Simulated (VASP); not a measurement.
Write the native input for VASP 6.6.1 that does the following.

```yaml
Task: single point
Functional: PBE
Potentials_or_basis: VASP PAW PBE potentials, release 64 (Sc_sv, Si)
Cutoff: 520 eV
k_mesh: 8 × 8 × 8
Occupations: gaussian, width 0.05 eV
Spin: no spin polarisation
Dipole_correction: no
Further_INCAR_settings: ALGO = Normal; EDIFF = 1e-06; NBANDS = 20
```

The structure of ScSi3 lies in POSCAR:

```
ScSi3
1.0
    3.9655533451      0.0000000000      0.0000000000
    0.0000000000      3.9655533451     -0.0198277667
    0.0000000000     -0.0198277667      3.9655533451
Sc Si
1 3
Direct
    0.0000000000      0.0000000000      0.0000000000
    0.0000000000      0.5000000000      0.5000000000
    0.5000000000      0.5000000000      0.0000000000
    0.5000000000      0.0000000000      0.5000000000
```

One way to write it, as run:

INCAR

```
ALGO = Normal ; EDIFF = 1E-6
ENCUT = 520 ; GGA = PE
ISIF = 2 ; ISMEAR = 0
LASPH = True ; LCHARG = False
LREAL = False ; LWAVE = False
NBANDS = 20 ; NELM = 100
PREC = Accurate ; SIGMA = 0.05
```

KPOINTS

```
k-points
0
Gamma
  8 8 8
```

Potentials or basis: VASP PAW PBE potentials, release 64 (Sc_sv, Si).

Launch:

```bash
$ cat potpaw_PBE.64/Sc_sv/POTCAR potpaw_PBE.64/Si/POTCAR > POTCAR
$ mpirun -np 1 vasp_std > vasp.out
```

It gave:

```
Pressure : 0.2 GPa
```

It used 180 s of CPU time on 1 thread of AMD EPYC 7R13 Processor (Zen 3), with other jobs on the host.
